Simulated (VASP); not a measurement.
Input of a VASP 6.6.1 run:

The input INCAR:

```
SYSTEM = AlN
PREC = Accurate
ENCUT = 600
EDIFF = 1E-6
ISMEAR = -1
SIGMA = 0.05
LREAL = .False.
LASPH = .True.
NELM = 120
ALGO = Normal
ISIF = 2
LWAVE = .False.
LCHARG = .False.
GGA = RP
IVDW = 12
NBANDS = 11
GGA_COMPAT = .False.
```

KPOINTS

```
regular mesh
0
Gamma
  10 10 10
  0 0 0
```

Contents of POSCAR:

```
AlN
1.0
    0.0000000000      2.1984575146      2.1984575146
    2.1984575146      0.0000000000      2.1984575146
    2.1984575146      2.1984575146      0.0000000000
Al N
1 1
Direct
    0.0000000000      0.0000000000      0.0000000000
    0.2500000000      0.2500000000      0.2500000000
```

Potentials or basis: VASP PAW PBE potentials, release 64 (Al, N).

Run with:

```console
$ cat potpaw_PBE.64/Al/POTCAR potpaw_PBE.64/N/POTCAR > POTCAR
$ mpirun -np 1 vasp_std > vasp.out
```

(1) Predict the dispersion energy per atom.

(2) Predict the pressure.

Answers

(1) -1.100 eV.

(2) -16.8 GPa.

Caveat: the PAW data sets were made with another functional, which shifts forces and pressure a little.
